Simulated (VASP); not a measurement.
# NiSb (P6_3/mmc) in VASP: single point with r2SCAN

Aim: the single point of NiSb with r2SCAN.

All numbers are computed with VASP 6.6.1; they aren't measurements. Logs are shortened: lines on timing, memory, paths and dates and some standing lists are left out, and cuts for length are marked.

## 1. The cell of the first run

The structure is hexagonal, space group P6_3/mmc (No. 194). The conventional cell has a = 3.931 Å, b = 3.931 Å, c = 5.120 Å, α = 90.00°, β = 90.00°, γ = 120.00°. Within 3.4 Å of Ni (site symmetry -3m) lie 2 Ni at 2.56 Å and 6 Sb at 2.61 Å. Sb (site symmetry -6m2) has 6 Ni at 2.61 Å and 6 Sb at 3.42 Å within 3.5 Å.

## 2. Single point, r2SCAN

Contents of POSCAR:

```
NiSb
1.0
    3.9308778408      0.0000000000      0.0000000000
   -1.9654389204      3.4042400693      0.0000000000
    0.0000000000      0.0000000000      5.1204995265
Ni Sb
2 2
Direct
    0.0000000000      0.0000000000      0.0000000000
    0.0000000000      0.0000000000      0.5000000000
    0.3333333333      0.6666666667      0.2500000000
    0.6666666667      0.3333333333      0.7500000000
```

Contents of INCAR.step1:

```
SYSTEM = NiSb
ALGO     = Normal         ! electronic algorithm
EDIFF    = 1E-4           ! SCF threshold, eV
ENCUT    = 520            ! plane-wave cutoff, eV
GGA      = PE             ! functional
ISMEAR   = 0              ! smearing method
LASPH    = .TRUE.         ! aspherical terms in the spheres
LCHARG   = .FALSE.        ! write CHGCAR
LREAL    = .FALSE.        ! projectors in reciprocal space
LWAVE    = .TRUE.         ! write WAVECAR
NBANDS   = 23             ! bands
NELM     = 100            ! most SCF steps
PREC     = Accurate       ! precision mode
SIGMA    = 0.1            ! smearing width, eV
```

Contents of INCAR.step2:

```
SYSTEM = NiSb
ALGO     = Normal         ! electronic algorithm
EDIFF    = 1E-6           ! SCF threshold, eV
ENCUT    = 520            ! plane-wave cutoff, eV
ISIF     = 2              ! what is computed and relaxed
ISMEAR   = 0              ! smearing method
ISTART   = 1            
LASPH    = .TRUE.         ! aspherical terms in the spheres
LCHARG   = .FALSE.        ! write CHGCAR
LMIXTAU  = .TRUE.       
LREAL    = .FALSE.        ! projectors in reciprocal space
LWAVE    = .FALSE.        ! write WAVECAR
METAGGA  = R2SCAN         ! meta-GGA
NBANDS   = 23             ! bands
NELM     = 100            ! most SCF steps
PREC     = Accurate       ! precision mode
SIGMA    = 0.1            ! smearing width, eV
```

Contents of KPOINTS:

```
k-points
0
G
  12 12 8
  0 0 0
```

Potentials or basis: VASP PAW PBE potentials, release 64 (Ni, Sb).

Command:

```console
cat potpaw_PBE.64/Ni/POTCAR potpaw_PBE.64/Sb/POTCAR > POTCAR
cp INCAR.step1 INCAR
mpirun -np 1 vasp_std > vasp.out
cp INCAR.step2 INCAR
mpirun -np 1 vasp_std > vasp.out
```

OUTCAR:

```text
SYSTEM = NiSb
   EDIFF = 1E-6
   ENCUT = 520
   ISIF = 2
   ISMEAR = 0
   ISTART = 1
   LASPH = .TRUE.
   LREAL = .FALSE.
   METAGGA = R2SCAN
   NELM = 100
   PREC = Accurate

 ion  position               nearest neighbor table
   1  0.000  0.000  0.000-   2 2.56   2 2.56   4 2.61   3 2.61   3 2.61   4 2.61   4 2.61   3 2.61

   2  0.000  0.000  0.500-   1 2.56   1 2.56   4 2.61   3 2.61   3 2.61   4 2.61   4 2.61   3 2.61

   3  0.333  0.667  0.250-   1 2.61   2 2.61   1 2.61   2 2.61   1 2.61   2 2.61   4 3.42   4 3.42
                             4 3.42   4 3.42   4 3.42   4 3.42
   4  0.667  0.333  0.750-   1 2.61   2 2.61   1 2.61   2 2.61   1 2.61   2 2.61   3 3.42   3 3.42
                             3 3.42   3 3.42   3 3.42   3 3.42

  LATTYP: Found a hexagonal cell.
 ALAT       =     3.9308778408
 C/A-ratio  =     1.3026351197

  Lattice vectors:

 A1 = (   3.9308778408,   0.0000000000,   0.0000000000)
 A2 = (  -1.9654389204,   3.4042400693,   0.0000000000)
 A3 = (   0.0000000000,   0.0000000000,   5.1204995265)

Analysis of symmetry for initial positions (statically):
=====================================================================
 Subroutine PRICEL returns:
 Original cell was already a primitive cell.

 Routine SETGRP: Setting up the symmetry group for a
 hexagonal supercell.

 Subroutine GETGRP returns: Found 24 space group operations
 (whereof 12 operations were pure point group operations)
 out of a pool of 24 trial point group operations.

The static configuration has the point symmetry D_3d.
 The point group associated with its full space group is D_6h.

Analysis of symmetry for dynamics (positions and initial velocities):
=====================================================================
 Subroutine PRICEL returns:
 Original cell was already a primitive cell.

 Routine SETGRP: Setting up the symmetry group for a
 hexagonal supercell.

 Subroutine GETGRP returns: Found 24 space group operations
 (whereof 12 operations were pure point group operations)
 out of a pool of 24 trial point group operations.

The dynamic configuration has the point symmetry D_3d.
 The point group associated with its full space group is D_6h.

 Subroutine INISYM returns: Found 24 space group operations
 (whereof 12 operations are pure point group operations),
 and found     1 'primitive' translations

----------------------------------------------------------------------------------------

                                     Primitive cell

  volume of cell :      68.5207

  direct lattice vectors                    reciprocal lattice vectors
     3.930877841  0.000000000  0.000000000     0.254396102  0.146875658  0.000000000
    -1.965438920  3.404240069  0.000000000     0.000000000  0.293751316  0.000000000
     0.000000000  0.000000000  5.120499526     0.000000000  0.000000000  0.195293446

  length of vectors
     3.930877841  3.930877841  5.120499526     0.293751316  0.293751316  0.195293446

  position of ions in fractional coordinates (direct lattice)
     0.000000000  0.000000000  0.000000000
     0.000000000  0.000000000  0.500000000
     0.333333333  0.666666667  0.250000000
     0.666666667  0.333333333  0.750000000

  ion indices of the primitive-cell ions
   primitive index   ion index
                 1           1
                 2           2
                 3           3
                 4           4

----------------------------------------------------------------------------------------

 KPOINTS: k-points

Automatic generation of k-mesh.
 Grid dimensions read from file:
 generate k-points for:   12   12    8

 Generating k-lattice:

  Cartesian coordinates                     Fractional coordinates (reciprocal lattice)
     0.021199675  0.012239638  0.000000000     0.083333333  0.000000000  0.000000000
     0.000000000  0.024479276  0.000000000     0.000000000  0.083333333  0.000000000
     0.000000000  0.000000000  0.024411681     0.000000000  0.000000000  0.125000000

  Length of vectors
     0.024479276  0.024479276  0.024411681

  Shift w.r.t. Gamma in fractional coordinates (k-lattice)
     0.000000000  0.000000000  0.000000000

 Subroutine IBZKPT returns following result:
 ===========================================

 Found     95 irreducible k-points:

 Following reciprocal coordinates:
            Coordinates               Weight
  0.000000  0.000000  0.000000      1.000000
  0.083333  0.000000  0.000000      6.000000
  0.166667  0.000000  0.000000      6.000000
  0.250000  0.000000  0.000000      6.000000
  0.333333  0.000000  0.000000      6.000000
  0.416667  0.000000  0.000000      6.000000
[... 16 lines left out ...]
  0.250000  0.000000  0.125000     12.000000
  0.333333  0.000000  0.125000     12.000000
 [... further k-points ...]
   k-points           NKPTS =     95   k-points in BZ     NKDIM =     95   number of bands    NBANDS=     23
   number of dos      NEDOS =    301   number of ions     NIONS =      4
   total plane-waves  NPLWV =  36000
   dimension x,y,z NGX =    30 NGY =   30 NGZ =   40
   dimension x,y,z NGXF=    60 NGYF=   60 NGZF=   80
   ions per type =               2   2
   NGX,Y,Z   is equivalent  to a cutoff of  12.69, 12.69, 12.99 a.u.
   NGXF,Y,Z  is equivalent  to a cutoff of  25.38, 25.38, 25.97 a.u.
 SYSTEM =  NiSb
   PREC   = accura    normal or accurate (medium, high low for compatibility)
   ISTART =      1    job   : 0-new  1-cont  2-samecut
   ICHARG =      0    charge: 1-file 2-atom 10-const
   ISPIN  =      1    spin polarized calculation?
   LNONCOLLINEAR =      F non collinear calculations
   LSORBIT =      F    spin-orbit coupling
   LASPH  =      T    aspherical Exc in radial PAW
   ENCUT  =  520.0 eV  38.22 Ry    6.18 a.u.   7.31  7.31  9.52*2*pi/ulx,y,z
   NELM   =    100;   NELMIN=  2; NELMDL=  0     # of ELM steps
   EDIFF  = 0.1E-05   stopping-criterion for ELM
   LREAL  =      F    real-space projection
   EDIFFG = 0.1E-04   stopping-criterion for IOM
   NSW    =      0    number of steps for IOM
   IBRION =     -1    ionic relax: 0-MD 1-quasi-New 2-CG
   NFREE  =      0    steps in history (QN), initial steepest desc. (CG)
   ISIF   =      2    stress and relaxation
   ISYM   =      2    0-nonsym 1-usesym 2-fastsym
   POTIM  = 0.5000    time-step for ionic-motion
   TEBEG  =    0.0;   TEEND  =   0.0 temperature during run
   PSTRESS=    0.0 pullay stress
   NELECT =      30.0000    total number of electrons
   NUPDOWN=      -1.0000    fix difference up-down
   EMIN   =  10.00;   EMAX   =-10.00  energy-range for DOS
   EFERMI =   0.00;   METHOD = LEGACY
   ISMEAR =     0;   SIGMA  =   0.10  broadening in eV -4-tet -1-fermi 0-gaus
   EFERMI_NEDOS =   21; number of points for ismear=-14 and -15
   IALGO  =     38    algorithm
   IMIX   =      4    mixing-type and parameters
     AMIX     =   0.40;   BMIX     =  1.00
     AMIX_MAG =   1.60;   BMIX_MAG =  1.00
  volume/ion in A,a.u.               =      17.13       115.60
  Fermi-wavevector in a.u.,A,eV,Ry     =   1.243105  2.349128 21.025228  1.545311
  Thomas-Fermi vector in A             =   2.377431
   LORBIT       =      0    0 simple, 1 ext, 2 COOP (PROOUT), +10 PAW based schemes
   METAGGA = R2SCAN    functional components
   LHFCALC =     F    Hartree Fock is set to
   AEXX    =    0.0000 exact exchange contribution
   IVDW    =     0    specifies the selected vdW correction
   LEPSILON=     F    determine dielectric tensor
   LRPA    =     F    only Hartree local field effects (RPA)
 non-spin polarized calculation
 Gauss-broadening in eV      SIGMA  =   0.10
  energy-cutoff  :      520.00
  volume of cell :       68.52
 maximum number of plane-waves:      1892
 NGX is ok and might be reduce to    30
   NGX = 15   NGY = 15   NGZ = 19

 number of electron      30.0000034 magnetization

 Free energy of the ion-electron system (eV)
  ---------------------------------------------------
  ext. energy  EPLUGINS =         0.00000000
  ---------------------------------------------------
  free energy    TOTEN  =       -76.36716403 eV

  energy without entropy =      -76.36017723  energy(sigma->0) =      -76.36367063

 E-fermi :   9.9758     XC(G=0): -12.2609

 val. band max:        9.9430067202   @ k =   0.4167   0.0000   0.1250
 cond. band min:       9.9808187632   @ k =   0.1667   0.0000   0.5000
 fundamental gap:      0.0378120431
 Fermi energy:         9.9757561716

 k-point     1 :       0.0000    0.0000    0.0000
  band No.  band energies     occupation
      1      -3.6130      2.00000
      2       1.2502      2.00000
      3       3.3518      2.00000
      4       5.8319      2.00000
      5       5.8320      2.00000
      6       6.6590      2.00000
[... 15 lines left out ...]
     22      16.7283      0.00000
     23      18.2652      0.00000

 k-point     2 :       0.0833    0.0000    0.0000
  band No.  band energies     occupation
      1      -3.5211      2.00000
      2       1.2443      2.00000
      3       3.4549      2.00000
      4       5.8101      2.00000
      5       5.8517      2.00000
      6       6.6273      2.00000
[... 15 lines left out ...]
     22      16.8623      0.00000
     23      17.5708      0.00000

 k-point     3 :       0.1667    0.0000    0.0000
  band No.  band energies     occupation
      1      -3.2478      2.00000
      2       1.2093      2.00000
      3       3.7605      2.00000
      4       5.6905      2.00000
      5       5.9100      2.00000
      6       6.4827      2.00000
[... 15 lines left out ...]
     22      17.0916      0.00000
     23      17.3188      0.00000

 k-point     4 :       0.2500    0.0000    0.0000
  band No.  band energies     occupation
      1      -2.8016      2.00000
      2       1.0891      2.00000
      3       4.2559      2.00000
      4       5.2176      2.00000
      5       6.0014      2.00000
      6       6.2958      2.00000
[... 15 lines left out ...]
     22      16.5510      0.00000
     23      17.8673      0.00000

 k-point     5 :       0.3333    0.0000    0.0000
  band No.  band energies     occupation
      1      -2.2017      2.00000
      2       0.7902      2.00000
      3       4.4755      2.00000
      4       4.9135      2.00000
      5       6.1096      2.00000
      6       6.3176      2.00000
[... 434 lines left out ...]
 k-point    22 :       0.1667    0.0000    0.1250
  band No.  band energies     occupation
      1      -3.1558      2.00000
      2       0.7411      2.00000
      3       4.1846      2.00000
      4       5.8621      2.00000
      5       5.9609      2.00000
      6       6.5299      2.00000
[... 15 lines left out ...]
     22      16.6734      0.00000
     23      17.9124      0.00000

 k-point    23 :       0.2500    0.0000    0.1250
  band No.  band energies     occupation
      1      -2.7125      2.00000
      2       0.7799      2.00000
      3       4.2563      2.00000
      4       5.5454      2.00000
      5       6.0456      2.00000
      6       6.3765      2.00000
[... 15 lines left out ...]
     22      17.3021      0.00000
     23      18.1680      0.00000

 k-point    24 :       0.3333    0.0000    0.1250
  band No.  band energies     occupation
      1      -2.1179      2.00000
      2       0.6502      2.00000
      3       4.0740      2.00000
      4       5.2351      2.00000
      5       6.1443      2.00000
      6       6.5286      2.00000
[... 15 lines left out ...]
     22      17.4584      0.00000
     23      19.3710      0.00000

 [... further k-points ...]

------------------------ aborting loop because EDIFF is reached ----------------------------------------

  FORCE on cell =-STRESS in cart. coord.  units (eV):
  Direction    XX          YY          ZZ          XY          YZ          ZX
  --------------------------------------------------------------------------------------
  -------------------------------------------------------------------------------------
  Total       -0.0223111     -0.0223111      0.0284502      0.0000000      0.0000000      0.0000000
  in kB       -0.5216858     -0.5216858      0.6652325      0.0000000      0.0000000      0.0000000
  external PRESSURE =      -0.1260464 kB  Pullay stress =       0.0000000 kB

 VOLUME and BASIS-vectors are now :
 -----------------------------------------------------------------------------
  energy-cutoff  :      520.00
  volume of cell :       68.52
      direct lattice vectors                 reciprocal lattice vectors
     3.930877841  0.000000000  0.000000000     0.254396102  0.146875658  0.000000000
    -1.965438920  3.404240069  0.000000000     0.000000000  0.293751316  0.000000000
     0.000000000  0.000000000  5.120499526     0.000000000  0.000000000  0.195293446

 POSITION                                       TOTAL-FORCE (eV/Angst)
 -----------------------------------------------------------------------------------
      0.00000      0.00000      0.00000         0.000000     -0.000000      0.000000
      0.00000      0.00000      2.56025         0.000000     -0.000000      0.000000
     -0.00000      2.26949      1.28012         0.000000     -0.000000     -0.000000
      1.96544      1.13475      3.84037        -0.000000      0.000000     -0.000000
 -----------------------------------------------------------------------------------
    total drift:                                0.000000     -0.000000     -0.000000

  FREE ENERGIE OF THE ION-ELECTRON SYSTEM (eV)
  ---------------------------------------------------
  free  energy   TOTEN  =       -76.3671640269 eV

  energy  without entropy=      -76.3601772278  energy(sigma->0) =      -76.36367063
```

Run time: 9.9 min. Hardware: 1 thread of AMD EPYC 7R43 (Zen 3), shared host; peak memory 0.26 GiB.

What came out:

```
Free energy            : -76.3672 eV
Pressure               : 0.0 GPa
Band gap on the k mesh : zero (bands 15 and 16 overlap by 3.56 eV)
```

Stress tensor (GPa, compression positive):
```
-0.05  0.00  0.00
 0.00 -0.05  0.00
 0.00  0.00  0.07
```

Levels at points of the mesh, in eV from the Fermi level:
| k point | band 13 | band 14 | band 15 | band 16 | band 17 | band 18 |
| --- | --- | --- | --- | --- | --- | --- |
| (0.00, 0.00, 0.00) | -0.11 | 0.53 | 0.53 | 2.53 | 2.53 | 3.52 |
| (0.50, 0.00, 0.00) | -1.71 | -1.51 | -1.43 | -0.30 | 1.14 | 3.66 |
| (0.00, 0.00, 0.50) | 0.35 | 0.35 | 2.12 | 2.12 | 2.12 | 2.12 |
| (0.50, 0.00, 0.50) | -1.97 | -1.97 | 0.15 | 0.15 | 1.80 | 1.80 |

Caveat: the PAW data sets were made with another functional, which shifts forces and pressure a little; spin-orbit coupling is left out, which moves the levels of the heavy elements.
